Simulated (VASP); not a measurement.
# Ni (P6_3/mmc) in VASP: a series of runs

The runs below take Ni through single point, with PBE.

Everything below comes from runs of VASP 6.6.1. Logs are shortened: lines on timing, memory, paths and dates and some standing lists are left out, and cuts for length are marked.

## (1) The cell of the first run

Symmetry: P6_3/mmc, No. 194, hexagonal system. The conventional cell has a = 2.483 Å, b = 2.483 Å, c = 4.089 Å, α = 90.00°, β = 90.00°, γ = 120.00°. Ni (site symmetry -6m2) has 12 Ni at 2.48 to 2.50 Å within 3.3 Å.

## (2) Single point, PBE, collinear spin, ferromagnetic start

The input, INCAR:

```
  PREC = Accurate
  ENCUT = 520
  EDIFF = 1E-6
  ISMEAR = 0
  SIGMA = 0.05
  LREAL = F
  LASPH = T
  NELM = 150
  ALGO = Normal
  ISIF = 2
  LWAVE = F
  LCHARG = F
  ISPIN = 2
  MAGMOM = 0.8 0.8
  LORBIT = 11
  LMAXMIX = 4
  GGA = PE
  NBANDS = 21
```

The input, KPOINTS:

```
Automatic mesh
0
Gamma
  20 20 10
```

The input, POSCAR:

```
Ni
1.0
    2.4829135151      0.0000000000      0.0000000000
   -1.2414567576      2.1502661795      0.0000000000
    0.0000000000      0.0000000000      4.0886268684
Ni
2
Direct
    0.3333333333      0.6666666667      0.7500000000
    0.6666666667      0.3333333333      0.2500000000
```

Potentials or basis: VASP PAW PBE potentials, release 64 (Ni).

Launch:

```
$ cat potpaw_PBE.64/Ni/POTCAR > POTCAR
$ mpirun -np 1 vasp_std > vasp.out
```

OUTCAR:

```text
PREC = Accurate
   ENCUT = 520
   EDIFF = 1E-6
   ISMEAR = 0
   LREAL = F
   LASPH = T
   NELM = 150
   ISIF = 2
   ISPIN = 2
   LORBIT = 11
   GGA = PE

 ion  position               nearest neighbor table
   1  0.333  0.667  0.750-   2 2.50   2 2.50   2 2.50   2 2.50   2 2.50   2 2.50
   2  0.667  0.333  0.250-   1 2.50   1 2.50   1 2.50   1 2.50   1 2.50   1 2.50

  LATTYP: Found a hexagonal cell.
 ALAT       =     2.4829135151
 C/A-ratio  =     1.6467053095

  Lattice vectors:

 A1 = (   2.4829135151,   0.0000000000,   0.0000000000)
 A2 = (  -1.2414567576,   2.1502661795,   0.0000000000)
 A3 = (   0.0000000000,   0.0000000000,   4.0886268684)

Analysis of symmetry for initial positions (statically):
=====================================================================
 Subroutine PRICEL returns:
 Original cell was already a primitive cell.

 Routine SETGRP: Setting up the symmetry group for a
 hexagonal supercell.

 Subroutine GETGRP returns: Found 24 space group operations
 (whereof 12 operations were pure point group operations)
 out of a pool of 24 trial point group operations.

The static configuration has the point symmetry D_3d.
 The point group associated with its full space group is D_6h.

Analysis of symmetry for dynamics (positions and initial velocities):
=====================================================================
 Subroutine PRICEL returns:
 Original cell was already a primitive cell.

 Routine SETGRP: Setting up the symmetry group for a
 hexagonal supercell.

 Subroutine GETGRP returns: Found 24 space group operations
 (whereof 12 operations were pure point group operations)
 out of a pool of 24 trial point group operations.

The dynamic configuration has the point symmetry D_3d.
 The point group associated with its full space group is D_6h.

Analysis of structural, dynamic, and magnetic symmetry:
=====================================================================
 Subroutine PRICEL returns:
 Original cell was already a primitive cell.

 Routine SETGRP: Setting up the symmetry group for a
 hexagonal supercell.

 Subroutine GETGRP returns: Found 24 space group operations
 (whereof 12 operations were pure point group operations)
 out of a pool of 24 trial point group operations.

The overall configuration has the point symmetry D_3d.
 The point group associated with its full space group is D_6h.

 Subroutine INISYM returns: Found 24 space group operations
 (whereof 12 operations are pure point group operations),
[... 115 lines left out ...]
     AMIX     =   0.40;   BMIX     =  1.00
     AMIX_MAG =   1.60;   BMIX_MAG =  1.00
  volume/ion in A,a.u.               =      10.91        73.65
  Fermi-wavevector in a.u.,A,eV,Ry     =   1.590039  3.004738 34.398569  2.528223
  Thomas-Fermi vector in A             =   2.688795
   LORBIT       =     11    0 simple, 1 ext, 2 COOP (PROOUT), +10 PAW based schemes
   GGA     = PE    functional components
   LHFCALC =     F    Hartree Fock is set to
   AEXX    =    0.0000 exact exchange contribution
   IVDW    =     0    specifies the selected vdW correction
   LEPSILON=     F    determine dielectric tensor
   LRPA    =     F    only Hartree local field effects (RPA)
 spin polarized calculation
 Gauss-broadening in eV      SIGMA  =   0.05
  energy-cutoff  :      520.00
  volume of cell :       21.83
 maximum number of plane-waves:       602
   NGX =  9   NGY =  9   NGZ = 15

 number of electron      20.0000014 magnetization       1.2686061

 Free energy of the ion-electron system (eV)
  ---------------------------------------------------
  ext. energy  EPLUGINS =         0.00000000
  ---------------------------------------------------
  free energy    TOTEN  =       -10.89063930 eV

  energy without entropy =      -10.88496536  energy(sigma->0) =      -10.88780233

 E-fermi :   9.3567     XC(G=0): -13.2357

 val. band max:        9.3556550051   @ k =   0.0500   0.0000   0.0000
 cond. band min:       9.3568273861   @ k =   0.2500   0.2500   0.0000
 fundamental gap:      0.0011723810
 Fermi energy:         9.3567034013

 spin component 1

 k-point     1 :       0.0000    0.0000    0.0000
  band No.  band energies     occupation
      1       0.3417      1.00000
      2       4.5216      1.00000
      3       6.9032      1.00000
      4       7.0142      1.00000
      5       7.0142      1.00000
      6       7.2742      1.00000
[... 565 lines left out ...]
     20      34.3942      0.00000
     21      38.7310      0.00000

 [... further k-points ...]

 spin component 2

 k-point     1 :       0.0000    0.0000    0.0000
  band No.  band energies     occupation
      1       0.3103      1.00000
      2       4.9191      1.00000
      3       7.6082      1.00000
      4       7.6906      1.00000
      5       7.6906      1.00000
      6       7.9692      1.00000
[... 565 lines left out ...]
     20      34.4952      0.00000
     21      38.6820      0.00000

 [... further k-points ...]

------------------------ aborting loop because EDIFF is reached ----------------------------------------

  FORCE on cell =-STRESS in cart. coord.  units (eV):
  Direction    XX          YY          ZZ          XY          YZ          ZX
  --------------------------------------------------------------------------------------
  -------------------------------------------------------------------------------------
  Total       -0.0087026     -0.0087026     -0.0099721      0.0000000      0.0000000      0.0000000
  in kB       -0.6387429     -0.6387429     -0.7319239      0.0000000      0.0000000      0.0000000
  external PRESSURE =      -0.6698032 kB  Pullay stress =       0.0000000 kB

 VOLUME and BASIS-vectors are now :
 -----------------------------------------------------------------------------
  energy-cutoff  :      520.00
  volume of cell :       21.83
      direct lattice vectors                 reciprocal lattice vectors
     2.482913515  0.000000000  0.000000000     0.402752651  0.232529351  0.000000000
    -1.241456758  2.150266179  0.000000000     0.000000000  0.465058703  0.000000000
     0.000000000  0.000000000  4.088626868     0.000000000  0.000000000  0.244580890

 POSITION                                       TOTAL-FORCE (eV/Angst)
 -----------------------------------------------------------------------------------
     -0.00000      1.43351      3.06647         0.000000     -0.000000      0.000000
      1.24146      0.71676      1.02216        -0.000000      0.000000      0.000000
 -----------------------------------------------------------------------------------
    total drift:                               -0.000000      0.000000     -0.000000

  FREE ENERGIE OF THE ION-ELECTRON SYSTEM (eV)
  ---------------------------------------------------
  free  energy   TOTEN  =       -10.8906393000 eV

  energy  without entropy=      -10.8849653616  energy(sigma->0) =      -10.88780233

 total charge

# of ion       s       p       d       tot
------------------------------------------
    1        0.495   0.494   8.316   9.305
    2        0.495   0.494   8.316   9.305
--------------------------------------------------
tot          0.991   0.988  16.631  18.610

 magnetization (x)

# of ion       s       p       d       tot
------------------------------------------
    1       -0.005  -0.025   0.676   0.646
    2       -0.005  -0.025   0.676   0.646
--------------------------------------------------
tot         -0.009  -0.049   1.351   1.293
```

stdout:

```text
POSCAR found type information on POSCAR Ni
 POSCAR found :  1 types and       2 ions
 scaLAPACK will be used
 LDA part: xc-table for (Slater+PW92), standard interpolation
 POSCAR, INCAR and KPOINTS ok, starting setup
 FFT: planning ... GRIDC
 FFT: planning ... GRID_SOFT
 FFT: planning ... GRID
 WAVECAR not read
 entering main loop
```

It took 2.2 min on 1 thread of Intel Xeon Platinum 8488C (Sapphire Rapids), shared host; peak memory 0.27 GiB.

What came out:

```yaml
Free_energy: -10.8906 eV
Pressure: -0.1 GPa
Net_moment: 1.27 μB per cell
Site_moments: Ni +0.65 μB
Valence_electrons_inside_the_program's_atomic_spheres: Ni 9.30
```

## (3) Single point, PBE, collinear spin, ferromagnetic start

The input, INCAR:

```
SYSTEM = Ni
PREC = Accurate
ENCUT = 520
EDIFF = 1E-6
ISMEAR = 0
SIGMA = 0.05
LREAL = .FALSE.
LASPH = .TRUE.
NELM = 150
ALGO = Fast
ISIF = 2
LWAVE = .FALSE.
LCHARG = .FALSE.
ISPIN = 2
MAGMOM = 0.75 0.75
LORBIT = 11
LMAXMIX = 4
GGA = PE
NBANDS = 21
```

The input, KPOINTS:

```
regular mesh
0
G
  20 20 10
  0 0 0
```

POSCAR is that of step 2.

Potentials or basis: VASP PAW PBE potentials, release 64 (Ni).

Launch:

```
$ cat potpaw_PBE.64/Ni/POTCAR > POTCAR
$ mpirun -np 1 vasp_std > vasp.out
```

OUTCAR:

```text
SYSTEM = Ni
   PREC = Accurate
   ENCUT = 520
   EDIFF = 1E-6
   ISMEAR = 0
   LREAL = .FALSE.
   LASPH = .TRUE.
   NELM = 150
   ISIF = 2
   ISPIN = 2
   LORBIT = 11
   GGA = PE

 ion  position               nearest neighbor table
   1  0.333  0.667  0.750-   2 2.50   2 2.50   2 2.50   2 2.50   2 2.50   2 2.50
   2  0.667  0.333  0.250-   1 2.50   1 2.50   1 2.50   1 2.50   1 2.50   1 2.50

  LATTYP: Found a hexagonal cell.
 ALAT       =     2.4829135151
 C/A-ratio  =     1.6467053095

  Lattice vectors:

 A1 = (   2.4829135151,   0.0000000000,   0.0000000000)
 A2 = (  -1.2414567576,   2.1502661795,   0.0000000000)
 A3 = (   0.0000000000,   0.0000000000,   4.0886268684)

[... 1371 lines left out ...]
  energy-cutoff  :      520.00
  volume of cell :       21.83
      direct lattice vectors                 reciprocal lattice vectors
     2.482913515  0.000000000  0.000000000     0.402752651  0.232529351  0.000000000
    -1.241456758  2.150266179  0.000000000     0.000000000  0.465058703  0.000000000
     0.000000000  0.000000000  4.088626868     0.000000000  0.000000000  0.244580890

 POSITION                                       TOTAL-FORCE (eV/Angst)
 -----------------------------------------------------------------------------------
     -0.00000      1.43351      3.06647         0.000000      0.000000      0.000000
      1.24146      0.71676      1.02216        -0.000000     -0.000000      0.000000
 -----------------------------------------------------------------------------------
    total drift:                               -0.000000      0.000000     -0.000000

  FREE ENERGIE OF THE ION-ELECTRON SYSTEM (eV)
  ---------------------------------------------------
  free  energy   TOTEN  =       -10.8906387627 eV

  energy  without entropy=      -10.8849650578  energy(sigma->0) =      -10.88780191

 total charge

# of ion       s       p       d       tot
------------------------------------------
    1        0.495   0.494   8.316   9.305
    2        0.495   0.494   8.316   9.305
--------------------------------------------------
tot          0.991   0.988  16.631  18.610

 magnetization (x)

# of ion       s       p       d       tot
------------------------------------------
    1       -0.005  -0.025   0.676   0.646
    2       -0.005  -0.025   0.676   0.646
--------------------------------------------------
tot         -0.009  -0.049   1.351   1.293
```

Run time: 2.9 min. Hardware: 1 thread of Intel Xeon Platinum 8488C (Sapphire Rapids), shared host; peak memory 0.26 GiB.

Results:

| Quantity | Value |
| --- | --- |
| Free energy | -10.8906 eV |
| Pressure | 0.1 GPa |
| Net moment | 1.27 μB per cell |
| Site moments | Ni +0.65 μB |
| Valence electrons inside the program's atomic spheres | Ni 9.30 |
